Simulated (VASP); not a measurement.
Input of a VASP 6.6.1 run:

The input INCAR:

```
ALGO = Normal ; EDIFF = 1E-6
ENCUT = 520 ; GGA = PE
ISIF = 2 ; ISMEAR = 0
LASPH = T ; LCHARG = F
LREAL = F ; LWAVE = F
NBANDS = 66 ; NELM = 80
PREC = Accurate ; SIGMA = 0.1
```

File KPOINTS:

```
k-points
0
Gamma
  3 3 2
```

The input POSCAR:

```
Ge
1.0
    6.0577061200      0.0000000000      0.0000000000
   -3.0288530600      5.2461273900      0.0000000000
    0.0000000000      0.0000000000      8.7959382600
Ge
8
Direct
    0.2649531200      0.0000000000      0.2158027400
    0.0000000000      0.2649531200      0.2158027400
    0.7350468800      0.7350468800      0.2158027400
    0.7350468800      0.0000000000      0.2158027400
    0.0000000000      0.7350468800      0.2158027400
    0.2649531200      0.2649531200      0.2158027400
    0.3333333300      0.6666666700      0.2694978600
    0.6666666700      0.3333333300      0.2694978600
```

Potentials or basis: VASP PAW PBE potentials, release 64 (Ge_d).

The run is started by

```bash
$ cat potpaw_PBE.64/Ge_d/POTCAR > POTCAR
$ mpirun -np 1 vasp_std > vasp.out
```

Question: What does it give for the largest force?

Answer: 38.047 eV/Å.

Question: What does it give for the band gap on the k mesh?

Answer: Zero (bands 56 and 57 overlap by 0.18 eV).

Forces in eV/Å, atoms in the order of the input:
```
Ge   38.030   0.000  -1.136
Ge  -19.015  32.935  -1.136
Ge  -19.015 -32.935  -1.136
Ge  -38.030   0.000  -1.136
Ge   19.015 -32.935  -1.136
Ge   19.015  32.935  -1.136
Ge    0.000   0.000   3.407
Ge    0.000   0.000   3.407
```

Caveat: the k points lie up to 0.40 Å⁻¹ apart; atoms lie so close that the PAW spheres overlap strongly, which falsifies energies and pressures.
